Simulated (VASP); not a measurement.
# Hg: single point with PBE

Hg:

```
Hg
1.0
    -2.62033    2.62033    1.37079
     2.62033   -2.62033    1.37079
     2.62033    2.62033   -1.37079
Hg
2
Direct
  0.62500 0.87500 0.75000
  0.37500 0.12500 0.25000
```

```yaml
Program: VASP 6.6.1
Task: single point
Functional: PBE
Potentials_or_basis: VASP PAW PBE potentials, release 64 (Hg)
Cutoff: 520 eV
k_mesh: 14 × 14 × 14
Occupations: fermi-dirac, width 0.1 eV
Spin: no spin polarisation
```

```
Pressure               : 38.6 GPa
Band gap on the k mesh : zero (bands 12 and 13 overlap by 6.09 eV)
```

Levels at points of the mesh, in eV from the Fermi level:
```tsv
k point	band 9	band 10	band 11	band 12	band 13	band 14	band 15	band 16
(0.00, 0.00, 0.00)	-7.00	-6.29	-5.51	1.24	1.24	3.37	8.98	12.49
(0.50, 0.00, 0.00)	-6.44	-6.01	-2.50	-1.32	2.35	3.63	4.30	8.84
(0.50, 0.50, 0.00)	-6.62	-6.62	-6.26	-6.26	6.64	6.64	7.63	7.63
(0.50, 0.50, 0.50)	-6.90	-6.90	-3.50	-3.50	-2.08	-2.08	13.33	13.33
```

Run time: 66 s on 1 thread of Intel(R) Xeon(R) 6975P-C (Granite Rapids) (shared host), peak memory 0.28 GiB.

Caveat: the cell stands under pressure; spin-orbit coupling is left out, which moves the levels of the heavy elements.
